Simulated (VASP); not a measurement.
# Os (P6_3/mmc) in VASP: a series of runs

The runs below take Os through elastic constants, single point, with PBEsol, pbe exchange, lda correlation.

Program: VASP 6.6.1. These are calculated values, not measurements. Logs are shortened: lines on timing, memory, paths and dates and some standing lists are left out, and cuts for length are marked.

## Step 1: The cell of the first run

The structure is hexagonal, space group P6_3/mmc (No. 194). Conventional cell: a = 2.734 Å, b = 2.734 Å, c = 4.320 Å, α = 90.00°, β = 90.00°, γ = 120.00°. Within 3.5 Å of Os (site symmetry -6m2) lie 12 Os at 2.68 to 2.73 Å.

## Step 2: Elastic constants, PBEsol

INCAR

```
PREC = Accurate ; ENCUT = 600
EDIFF = 1E-8 ; ISMEAR = -1
SIGMA = 0.05 ; LREAL = False
LASPH = True ; NELM = 60
ALGO = Normal ; ISIF = 3
LWAVE = False ; LCHARG = True
GGA = PS ; NBANDS = 15
IBRION = 6 ; NFREE = 2
POTIM = 0.015 ; NSW = 1
```

KPOINTS

```
Automatic mesh
0
Gamma
  10 10 6
```

POSCAR

```
Os
1.0
    2.7341000000      0.0000000000      0.0000000000
   -1.3670500000      2.3678000565      0.0000000000
    0.0000000000      0.0000000000      4.3197000000
Os
2
Direct
    0.6666666667      0.3333333333      0.7500000000
    0.3333333333      0.6666666667      0.2500000000
```

Potentials or basis: VASP PAW PBE potentials, release 64 (Os).

Run with:

```console
> cat potpaw_PBE.64/Os/POTCAR > POTCAR
> mpirun -np 1 vasp_std > vasp.out
```

OUTCAR:

```text
PREC = Accurate
   ENCUT = 600
   EDIFF = 1E-8
   ISMEAR = -1
   LREAL = False
   LASPH = True
   NELM = 60
   ISIF = 3
   GGA = PS
   IBRION = 6
   NFREE = 2
   POTIM = 0.015
   NSW = 1

 ion  position               nearest neighbor table
   1  0.667  0.333  0.750-   2 2.68   2 2.68   2 2.68   2 2.68   2 2.68   2 2.68
   2  0.333  0.667  0.250-   1 2.68   1 2.68   1 2.68   1 2.68   1 2.68   1 2.68

  LATTYP: Found a hexagonal cell.
 ALAT       =     2.7341000000
 C/A-ratio  =     1.5799348963

  Lattice vectors:

 A1 = (   2.7341000000,   0.0000000000,   0.0000000000)
 A2 = (  -1.3670500000,   2.3678000565,   0.0000000000)
 A3 = (   0.0000000000,   0.0000000000,   4.3197000000)

Analysis of symmetry for initial positions (statically):
=====================================================================
 Subroutine PRICEL returns:
 Original cell was already a primitive cell.

 Routine SETGRP: Setting up the symmetry group for a
 hexagonal supercell.

 Subroutine GETGRP returns: Found 24 space group operations
 (whereof 12 operations were pure point group operations)
 out of a pool of 24 trial point group operations.

The static configuration has the point symmetry D_3d.
 The point group associated with its full space group is D_6h.

Analysis of symmetry for dynamics (positions and initial velocities):
=====================================================================
 Subroutine PRICEL returns:
 Original cell was already a primitive cell.

 Routine SETGRP: Setting up the symmetry group for a
 hexagonal supercell.

 Subroutine GETGRP returns: Found 24 space group operations
 (whereof 12 operations were pure point group operations)
 out of a pool of 24 trial point group operations.

The dynamic configuration has the point symmetry D_3d.
 The point group associated with its full space group is D_6h.

 Subroutine INISYM returns: Found 24 space group operations
 (whereof 12 operations are pure point group operations),
 and found     1 'primitive' translations

----------------------------------------------------------------------------------------

                                     Primitive cell

  volume of cell :      27.9649

  direct lattice vectors                    reciprocal lattice vectors
     2.734100000  0.000000000  0.000000000     0.365751070  0.211166479  0.000000000
    -1.367050000  2.367800057  0.000000000     0.000000000  0.422332957  0.000000000
     0.000000000  0.000000000  4.319700000     0.000000000  0.000000000  0.231497558

  length of vectors
     2.734100000  2.734100000  4.319700000     0.422332957  0.422332957  0.231497558

  position of ions in fractional coordinates (direct lattice)
     0.666666667  0.333333333  0.750000000
     0.333333333  0.666666667  0.250000000

  ion indices of the primitive-cell ions
   primitive index   ion index
                 1           1
                 2           2

----------------------------------------------------------------------------------------

 KPOINTS: Automatic mesh

Automatic generation of k-mesh.
 Grid dimensions read from file:
 generate k-points for:   10   10    6

 Generating k-lattice:

  Cartesian coordinates                     Fractional coordinates (reciprocal lattice)
[... 118 lines left out ...]
  in kB       -9.2152753     -9.2152753    -45.3442355      0.0000000      0.0000000      0.0000000
  external PRESSURE =     -21.2582620 kB  Pullay stress =       0.0000000 kB
[... 89 lines left out ...]
  FREE ENERGIE OF THE ION-ELECTRON SYSTEM (eV)
  ---------------------------------------------------
  free  energy   TOTEN  =       -24.4557801050 eV

  energy  without entropy=      -24.4450686374  energy(sigma->0) =      -24.45042437

[... ionic steps 4 to 14 ...]

--------------------------------------- Ionic step       15  -------------------------------------------

 number of electron      16.0000001 magnetization

------------------------ aborting loop because EDIFF is reached ----------------------------------------
[... 67 lines left out ...]
--------------------------------------- Ionic step       17  -------------------------------------------

 number of electron      16.0000001 magnetization

 Free energy of the ion-electron system (eV)
  ---------------------------------------------------
  ext. energy  EPLUGINS =         0.00000000
  ---------------------------------------------------
  free energy    TOTEN  =       -24.46804235 eV

  energy without entropy =      -24.45771075  energy(sigma->0) =      -24.46287655

 E-fermi :   9.3678     XC(G=0): -14.1567

 val. band max:        9.3300540867   @ k =   0.3000  -0.0000   0.0000
 cond. band min:       9.4211253836   @ k =   0.1000   0.1000   0.3333
 fundamental gap:      0.0910712969
 Fermi energy:         9.3677641069

 k-point     1 :       0.0000    0.0000    0.0000
  band No.  band energies     occupation
      1      -1.6850      2.00000
      2       1.4778      2.00000
      3       6.2405      2.00000
      4       6.2405      2.00000
      5       6.4903      2.00000
      6       7.0825      2.00000
      7       7.0825      2.00000
      8       7.7491      2.00000
      9       7.7491      2.00000
     10       9.3120      1.50637
     11      11.0064      0.00000
     12      11.0064      0.00000
     13      18.3502      0.00000
     14      23.3487      0.00000
[... 401 lines left out ...]
      2       2.5716      2.00000
      3       3.7621      2.00000
      4       4.6964      2.00000
      5       5.8108      2.00000
      6       7.4073      2.00000
      7       7.7267      2.00000
      8      10.7751      0.00000
      9      11.2246      0.00000
     10      11.5867      0.00000
     11      13.1374      0.00000
     12      15.7215      0.00000
     13      18.3427      0.00000
     14      20.3323      0.00000
     15      21.4317      0.00000

 [... further k-points ...]

------------------------ aborting loop because EDIFF is reached ----------------------------------------

  FORCE on cell =-STRESS in cart. coord.  units (eV):
  Direction    XX          YY          ZZ          XY          YZ          ZX
  --------------------------------------------------------------------------------------
  -------------------------------------------------------------------------------------
  Total       -0.1571903     -0.1571903     -0.7696518      0.0000000      0.0000000     -0.0000000
  in kB       -9.0058212     -9.0058212    -44.0952529      0.0000000      0.0000000     -0.0000000
  external PRESSURE =     -20.7022984 kB  Pullay stress =       0.0000000 kB
[... 17 lines left out ...]
  FREE ENERGIE OF THE ION-ELECTRON SYSTEM (eV)
  ---------------------------------------------------
  free  energy   TOTEN  =       -24.4680423541 eV

  energy  without entropy=      -24.4577107529  energy(sigma->0) =      -24.46287655

 INTERNAL STRAIN TENSORS FROM STRAINED CELLS
 ============================================

 INTERNAL STRAIN TENSOR FOR ION    1 for displacements in x,y,z  (eV/Angst):
          X           Y           Z          XY          YZ          ZX
  --------------------------------------------------------------------------------
  x     0.00000    -0.00000     0.00000     1.93556     0.00000    -0.00000
  y     2.02274    -1.99876     0.00000    -0.00005    -0.00007     0.00003
  z     0.00000    -0.00000     0.00000    -0.00000    -0.00203     0.00000

 INTERNAL STRAIN TENSORS FROM DISPLACED ATOMS
 ============================================

 INTERNAL STRAIN TENSOR FOR ION    1 for displacements in x,y,z  (eV/Angst):
          X           Y           Z          XY          YZ          ZX
  --------------------------------------------------------------------------------
  x     0.00000     0.00000     0.00000     1.91594     0.00000     0.00000
  y     1.91594    -1.91594     0.00000     0.00000     0.00000     0.00000
  z     0.00000    -0.00000     0.00000     0.00000     0.00000     0.00000

 INTERNAL STRAIN TENSOR FOR ION    2 for displacements in x,y,z  (eV/Angst):
          X           Y           Z          XY          YZ          ZX
  --------------------------------------------------------------------------------
  x     0.00000    -0.00000     0.00000    -1.91594     0.00000     0.00000
  y    -1.91594     1.91594    -0.00000     0.00000     0.00000     0.00000
  z    -0.00000     0.00000    -0.00000     0.00000     0.00000    -0.00000

 Eigenvectors and eigenvalues of the dynamical matrix
 ----------------------------------------------------

   1 f  =    6.239557 THz    39.204295 2PiTHz  208.129229 cm-1    25.804724 meV
             X         Y         Z           dx          dy          dz
      1.367050  0.789267  3.239775    -0.000000   -0.000000   -0.707107
     -0.000000  1.578533  1.079925     0.000000   -0.000000    0.707107
[... 11 lines left out ...]
   4 f  =    0.000000 THz     0.000000 2PiTHz    0.000002 cm-1     0.000000 meV
             X         Y         Z           dx          dy          dz
      1.367050  0.789267  3.239775    -0.041949    0.563126    0.425593
     -0.000000  1.578533  1.079925    -0.041949    0.563126    0.425593

   5 f/i=    0.000000 THz     0.000000 2PiTHz    0.000002 cm-1     0.000000 meV
             X         Y         Z           dx          dy          dz
      1.367050  0.789267  3.239775    -0.252447    0.386176   -0.535854
     -0.000000  1.578533  1.079925    -0.252447    0.386176   -0.535854

   6 f/i=    0.000000 THz     0.000000 2PiTHz    0.000002 cm-1     0.000000 meV
             X         Y         Z           dx          dy          dz
      1.367050  0.789267  3.239775     0.659174    0.183732   -0.178134
     -0.000000  1.578533  1.079925     0.659174    0.183732   -0.178134

--------------------------------------------------------------------------------------------------------

 ELASTIC MODULI CONTR FROM IONIC RELAXATION (kBar)
 Direction    XX          YY          ZZ          XY          YZ          ZX
 --------------------------------------------------------------------------------
 XX         -22.0823     22.0823     -0.0000      0.0000      0.0000      0.0000
 YY          22.0823    -22.0823      0.0000     -0.0000      0.0000     -0.0000
 ZZ          -0.0000      0.0000     -0.0000      0.0000      0.0000     -0.0000
 XY           0.0000     -0.0000      0.0000    -22.0823      0.0000      0.0000
 YZ           0.0000      0.0000      0.0000      0.0000      0.0000      0.0000
 ZX           0.0000     -0.0000     -0.0000      0.0000      0.0000     -0.0000
 --------------------------------------------------------------------------------

 TOTAL ELASTIC MODULI (kBar)
 Direction    XX          YY          ZZ          XY          YZ          ZX
 --------------------------------------------------------------------------------
 XX        7933.0135   2463.9972   2430.0832      0.0000      0.0000      0.0000
 YY        2463.9972   7933.0135   2430.0832     -0.0000      0.0000     -0.0000
 ZZ        2430.0832   2430.0832   8683.1816      0.0000     -0.0000     -0.0000
 XY           0.0000     -0.0000      0.0000   2734.5082      0.0000      0.0000
 YZ          -0.0000      0.0000     -0.0000     -0.0000   2529.3342      0.0000
 ZX          -0.0000     -0.0000     -0.0000     -0.0000      0.0000   2529.3340
 --------------------------------------------------------------------------------
```

It took 13 min on 1 thread of Intel Xeon Platinum 8259CL at 2.50GHz (Skylake/Cascade Lake), shared host; peak memory 0.3 GiB.

What came out:

| Item | Value |
| --- | --- |
| Voigt bulk modulus | 436 GPa |
| Highest phonon frequency at Γ | 208 cm⁻¹ |

Phonon frequencies in cm⁻¹ (negative: imaginary):
```csv
q point,frequencies
"(0.000, 0.000, 0.000)",0 0 0 165 165 208
```

Elastic tensor in Voigt notation (GPa, in the Cartesian axes of the cell as first typed):
```
793 246 243   0   0   0
246 793 243   0   0   0
243 243 868   0   0   0
  0   0   0 253   0   0
  0   0   0   0 253   0
  0   0   0   0   0 273
```

Clamped-ion elastic tensor (GPa):
```
796 244 243   0   0   0
244 796 243   0   0   0
243 243 868   0   0   0
  0   0   0 253   0   0
  0   0   0   0 253   0
  0   0   0   0   0 276
```

Caveat: the cell is under stress, which shifts elastic constants; the PAW data sets were made with another functional, which shifts forces and pressure a little; spin-orbit coupling is left out, which moves the levels of the heavy elements.

## Step 3: Single point, pbe exchange, lda correlation, collinear spin

POSCAR is that of step 2.

INCAR.step1

```
SYSTEM = Os
PREC = Accurate
ENCUT = 520
EDIFF = 1E-6
ISMEAR = 0
SIGMA = 0.05
LREAL = .FALSE.
LASPH = .TRUE.
NELM = 200
ALGO = Normal
ISIF = 2
LWAVE = .FALSE.
LCHARG = .TRUE.
ISPIN = 2
MAGMOM = 1.5 -0.5
NUPDOWN = 1.0
LMAXMIX = 4
GGA = LIBXC
LIBXC1 = GGA_X_PBE
LIBXC2 = LDA_C_PW
NBANDS = 19
GGA_COMPAT = .FALSE.
NEDOS = 2001
LORBIT = 11
```

KPOINTS.step1

```
regular mesh
0
G
  11 11 6
  0 0 0
```

INCAR.step2

```
SYSTEM = Os
PREC = Accurate
ENCUT = 520
EDIFF = 1E-6
ISMEAR = -5
SIGMA = 0.05
LREAL = .FALSE.
LASPH = .TRUE.
NELM = 200
ALGO = Normal
ISIF = 2
LWAVE = .FALSE.
LCHARG = .FALSE.
ISPIN = 2
MAGMOM = 1.5 -0.5
LORBIT = 11
NUPDOWN = 1.0
LMAXMIX = 4
GGA = LIBXC
LIBXC1 = GGA_X_PBE
LIBXC2 = LDA_C_PW
NEDOS = 1001
ICHARG = 11
GGA_COMPAT = .FALSE.
```

KPOINTS.step2

```
regular mesh
0
G
  17 17 9
  0 0 0
```

Potentials or basis: VASP PAW PBE potentials, release 64 (Os).

Run with:

```console
> cat potpaw_PBE.64/Os/POTCAR > POTCAR
> cp INCAR.step1 INCAR
> cp KPOINTS.step1 KPOINTS
> mpirun -np 1 vasp_std > vasp.out
> cp INCAR.step2 INCAR
> cp KPOINTS.step2 KPOINTS
> mpirun -np 1 vasp_std > vasp.out
```

Run time: 88 s. Hardware: 1 thread of Intel Xeon Platinum 8259CL at 2.50GHz (Skylake/Cascade Lake), shared host; peak memory 0.21 GiB.

Results (log left out):

```
Net moment                                            : 1.00 μB per cell
Site moments                                          : Os +0.49 μB
Valence electrons inside the program's atomic spheres : Os 7.53
```

Caveat: the PAW data sets were made with another functional, which shifts forces and pressure a little; spin-orbit coupling is left out, which moves the levels of the heavy elements; the total moment is fixed, so each spin has its own Fermi level.
